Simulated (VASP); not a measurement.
# SiO2 (Cristobalite) (P4_12_12) in VASP: further runs, part 3 of 3

VASP 6.6.1.

## (5) Electric field gradients, r2SCAN

File POSCAR:

```
SiO2
1.0
    4.9570000000      0.0000000000      0.0000000000
    0.0000000000      4.9570000000      0.0000000000
    0.0000000000      0.0000000000      6.8903000000
Si O
4 8
Direct
    0.3070900656      0.3070900656      0.0000000000
    0.1929099344      0.8070900656      0.2500000000
    0.6929099344      0.6929099344      0.5000000000
    0.8070900656      0.1929099344      0.7500000000
    0.2359638040      0.1200361882      0.1869472771
    0.3799638118      0.7359638040      0.4369472771
    0.7640361960      0.8799638118      0.6869472771
    0.6200361882      0.2640361960      0.9369472771
    0.7359638040      0.3799638118      0.5630527229
    0.8799638118      0.7640361960      0.3130527229
    0.2640361960      0.6200361882      0.0630527229
    0.1200361882      0.2359638040      0.8130527229
```

File INCAR.step1:

```
SYSTEM = SiO2
PREC = Accurate ; ENCUT = 520
ISMEAR = -1 ; SIGMA = 0.02
LREAL = .False. ; LASPH = .True.
NELM = 100 ; NBANDS = 44
GGA = PE ; ALGO = Normal
EDIFF = 1E-4 ; LWAVE = .True.
LCHARG = .False.
```

File INCAR.step2:

```
SYSTEM = SiO2
PREC = Accurate ; ENCUT = 520
EDIFF = 1E-8 ; ISMEAR = -1
SIGMA = 0.02 ; LREAL = .False.
LASPH = .True. ; NELM = 100
ALGO = Normal ; ISIF = 2
LWAVE = .False. ; LCHARG = .False.
METAGGA = R2SCAN ; LMIXTAU = .True.
LEFG = .True. ; NBANDS = 44
ISTART = 1
```

File KPOINTS:

```
Automatic mesh
0
Gamma
  4 4 3
  0 0 0
```

Potentials or basis: VASP PAW PBE potentials, release 64 (Si, O).

Started as:

```bash
$ cat potpaw_PBE.64/Si/POTCAR potpaw_PBE.64/O/POTCAR > POTCAR
$ cp INCAR.step1 INCAR
$ mpirun -np 1 vasp_std > vasp.out
$ cp INCAR.step2 INCAR
$ mpirun -np 1 vasp_std > vasp.out
```

OUTCAR:

```text
SYSTEM = SiO2
   PREC = Accurate
   ENCUT = 520
   EDIFF = 1E-8
   ISMEAR = -1
   LREAL = .False.
   LASPH = .True.
   NELM = 100
   ISIF = 2
   METAGGA = R2SCAN
   ISTART = 1

 ion  position               nearest neighbor table
   1  0.307  0.307  0.000-   8 1.63  11 1.63   5 1.63  12 1.63   2 3.07   4 3.07   2 3.07   4 3.07

   2  0.193  0.807  0.250-   5 1.63  10 1.63   6 1.63  11 1.63   1 3.07   3 3.07   1 3.07   3 3.07

   3  0.693  0.693  0.500-   6 1.63   9 1.63   7 1.63  10 1.63   2 3.07   4 3.07   4 3.07   2 3.07

   4  0.807  0.193  0.750-   7 1.63  12 1.63   9 1.63   8 1.63   1 3.07   3 3.07   3 3.07   1 3.07

   5  0.236  0.120  0.187-   2 1.63   1 1.63
   6  0.380  0.736  0.437-   3 1.63   2 1.63
   7  0.764  0.880  0.687-   4 1.63   3 1.63
   8  0.620  0.264  0.937-   1 1.63   4 1.63
   9  0.736  0.380  0.563-   3 1.63   4 1.63
  10  0.880  0.764  0.313-   2 1.63   3 1.63
  11  0.264  0.620  0.063-   1 1.63   2 1.63
  12  0.120  0.236  0.813-   4 1.63   1 1.63

  LATTYP: Found a simple tetragonal cell.
 ALAT       =     4.9570000000
 C/A-ratio  =     1.3900141214

  Lattice vectors:

 A1 = (   4.9570000000,   0.0000000000,   0.0000000000)
 A2 = (   0.0000000000,   4.9570000000,   0.0000000000)
 A3 = (   0.0000000000,   0.0000000000,   6.8903000000)

Analysis of symmetry for initial positions (statically):
=====================================================================
 Subroutine PRICEL returns:
 Original cell was already a primitive cell.

 Routine SETGRP: Setting up the symmetry group for a
 simple tetragonal supercell.

 Subroutine GETGRP returns: Found  8 space group operations
 (whereof  2 operations were pure point group operations)
 out of a pool of 16 trial point group operations.

The static configuration has the point symmetry C_2 .
 The point group associated with its full space group is D_4 .

Analysis of symmetry for dynamics (positions and initial velocities):
=====================================================================
 Subroutine PRICEL returns:
 Original cell was already a primitive cell.

 Routine SETGRP: Setting up the symmetry group for a
 simple tetragonal supercell.

 Subroutine GETGRP returns: Found  8 space group operations
 (whereof  2 operations were pure point group operations)
 out of a pool of 16 trial point group operations.

The dynamic configuration has the point symmetry C_2 .
 The point group associated with its full space group is D_4 .

 Subroutine INISYM returns: Found  8 space group operations
 (whereof  2 operations are pure point group operations),
 and found     1 'primitive' translations

----------------------------------------------------------------------------------------

                                     Primitive cell

  volume of cell :     169.3074

  direct lattice vectors                    reciprocal lattice vectors
     4.957000000  0.000000000  0.000000000     0.201734920  0.000000000  0.000000000
[... 146 lines left out ...]
 Fermi energy:         0.2894332322

 k-point     1 :       0.0000    0.0000    0.0000
  band No.  band energies     occupation
      1     -20.5691      2.00000
      2     -19.6793      2.00000
      3     -19.6793      2.00000
      4     -18.5821      2.00000
      5     -18.5097      2.00000
      6     -18.5096      2.00000
[... 553 lines left out ...]
     43      11.2801      0.00000
     44      11.2801      0.00000

------------------------ aborting loop because EDIFF is reached ----------------------------------------

  FORCE on cell =-STRESS in cart. coord.  units (eV):
  Direction    XX          YY          ZZ          XY          YZ          ZX
  --------------------------------------------------------------------------------------
  -------------------------------------------------------------------------------------
  Total       -3.1382240     -3.1382240     -3.8424063      0.0000000      0.0000000      0.0000000
  in kB      -29.6974083    -29.6974083    -36.3611746      0.0000000      0.0000000      0.0000000
  external PRESSURE =     -31.9186637 kB  Pullay stress =       0.0000000 kB

 VOLUME and BASIS-vectors are now :
 -----------------------------------------------------------------------------
  energy-cutoff  :      520.00
  volume of cell :      169.31
      direct lattice vectors                 reciprocal lattice vectors
     4.957000000  0.000000000  0.000000000     0.201734920  0.000000000  0.000000000
     0.000000000  4.957000000  0.000000000     0.000000000  0.201734920  0.000000000
     0.000000000  0.000000000  6.890300000     0.000000000  0.000000000  0.145131562

 POSITION                                       TOTAL-FORCE (eV/Angst)
 -----------------------------------------------------------------------------------
      1.52225      1.52225      0.00000         0.046692      0.046692      0.000000
      0.95625      4.00075      1.72257        -0.046692      0.046692     -0.000000
      3.43475      3.43475      3.44515        -0.046692     -0.046692      0.000000
      4.00075      0.95625      5.16772         0.046692     -0.046692      0.000000
      1.16967      0.59502      1.28812         0.039242     -0.156148     -0.253234
      1.88348      3.64817      3.01070         0.156148      0.039242     -0.253234
      3.78733      4.36198      4.73327        -0.039242      0.156148     -0.253234
      3.07352      1.30883      6.45585        -0.156148     -0.039242     -0.253234
      3.64817      1.88348      3.87960         0.039242      0.156148      0.253234
      4.36198      3.78733      2.15703         0.156148     -0.039242      0.253234
      1.30883      3.07352      0.43445        -0.039242     -0.156148      0.253234
      0.59502      1.16967      5.60218        -0.156148      0.039242      0.253234
 -----------------------------------------------------------------------------------
    total drift:                                0.000000     -0.000000      0.000000

  FREE ENERGIE OF THE ION-ELECTRON SYSTEM (eV)
  ---------------------------------------------------
  free  energy   TOTEN  =      -119.1159439477 eV

  energy  without entropy=     -119.1159439477  energy(sigma->0) =     -119.11594395

 Electric field gradients (V/A^2)
---------------------------------------------------------------------
 ion       V_xx      V_yy      V_zz      V_xy      V_xz      V_yz
---------------------------------------------------------------------
   1       0.103     0.103    -0.205     0.450     2.766    -2.766
   2       0.103     0.103    -0.205    -0.450     2.766     2.766
   3       0.103     0.103    -0.205     0.450    -2.766     2.766
   4       0.103     0.103    -0.205    -0.450    -2.766    -2.766
   5     -48.535    43.881     4.655    20.151   -15.558   -55.638
   6      43.881   -48.535     4.655   -20.151    55.638   -15.558
   7     -48.535    43.881     4.655    20.151    15.558    55.638
   8      43.881   -48.535     4.655   -20.151   -55.638    15.558
   9     -48.535    43.881     4.655   -20.151    15.558   -55.638
  10      43.881   -48.535     4.655    20.151   -55.638   -15.558
  11     -48.535    43.881     4.655   -20.151   -15.558    55.638
  12      43.881   -48.535     4.655    20.151    55.638    15.558
---------------------------------------------------------------------

 Electric field gradients after diagonalization (V/A^2)
 (convention: |V_zz| > |V_xx| > |V_yy|)
----------------------------------------------------------------------
 ion       V_xx      V_yy      V_zz     asymmetry (V_yy - V_xx)/ V_zz
----------------------------------------------------------------------
   1       3.637     0.553    -4.189       0.736
   2       3.637     0.553    -4.189       0.736
   3       3.637     0.553    -4.189       0.736
   4       3.637     0.553    -4.189       0.736
   5     -53.332   -34.668    88.000       0.212
   6     -53.332   -34.668    88.000       0.212
   7     -53.332   -34.668    88.000       0.212
   8     -53.332   -34.668    88.000       0.212
   9     -53.332   -34.668    88.000       0.212
  10     -53.332   -34.668    88.000       0.212
  11     -53.332   -34.668    88.000       0.212
  12     -53.332   -34.668    88.000       0.212
----------------------------------------------------------------------

           NMR quadrupolar parameters

 Cq : quadrupolar parameter    Cq=e*Q*V_zz/h
 eta: asymmetry parameters     (V_yy - V_xx)/ V_zz
 Q  : nuclear electric quadrupole moment in mb (millibarn)
----------------------------------------------------------------------
 ion       Cq(MHz)       eta       Q (mb)
----------------------------------------------------------------------
   1      -0.010       0.736       1.000
   2      -0.010       0.736       1.000
   3      -0.010       0.736       1.000
   4      -0.010       0.736       1.000
   5       0.213       0.212       1.000
   6       0.213       0.212       1.000
   7       0.213       0.212       1.000
   8       0.213       0.212       1.000
   9       0.213       0.212       1.000
  10       0.213       0.212       1.000
  11       0.213       0.212       1.000
  12       0.213       0.212       1.000
----------------------------------------------------------------------
```

Wall time 7.2 min (1 thread of AMD EPYC 7R13 (Zen 3), shared host); peak memory 0.3 GiB.

Results:

```
Free energy            : -119.1159 eV
Pressure               : -3.2 GPa
Largest force          : 0.300 eV/Å
Band gap on the k mesh : 6.28 eV, direct
```

Forces in eV/Å, atoms in the order of the input:
```
Si   0.047  0.047  0.000
Si  -0.047  0.047  0.000
Si  -0.047 -0.047  0.000
Si   0.047 -0.047  0.000
O    0.039 -0.156 -0.253
O    0.156  0.039 -0.253
O   -0.039  0.156 -0.253
O   -0.156 -0.039 -0.253
O    0.039  0.156  0.253
O    0.156 -0.039  0.253
O   -0.039 -0.156  0.253
O   -0.156  0.039  0.253
```

Electric field gradients, principal values (V/Å²):
```csv
atom,least,middle,greatest (by size)
1 Si,0.553,3.637,-4.189
2 Si,0.553,3.637,-4.189
3 Si,0.553,3.637,-4.189
4 Si,0.553,3.637,-4.189
5 O,-34.668,-53.332,88.000
6 O,-34.668,-53.332,88.000
7 O,-34.668,-53.332,88.000
8 O,-34.668,-53.332,88.000
9 O,-34.668,-53.332,88.000
10 O,-34.668,-53.332,88.000
11 O,-34.668,-53.332,88.000
12 O,-34.668,-53.332,88.000
```

Caveat: without QUAD_EFG the Cq values of the log hold for a quadrupole moment of 1 mb, not for the nuclei; the PAW data sets were made with another functional, which shifts forces and pressure a little. r2SCAN opens gaps a little over a GGA but as a rule still falls short of measured ones.
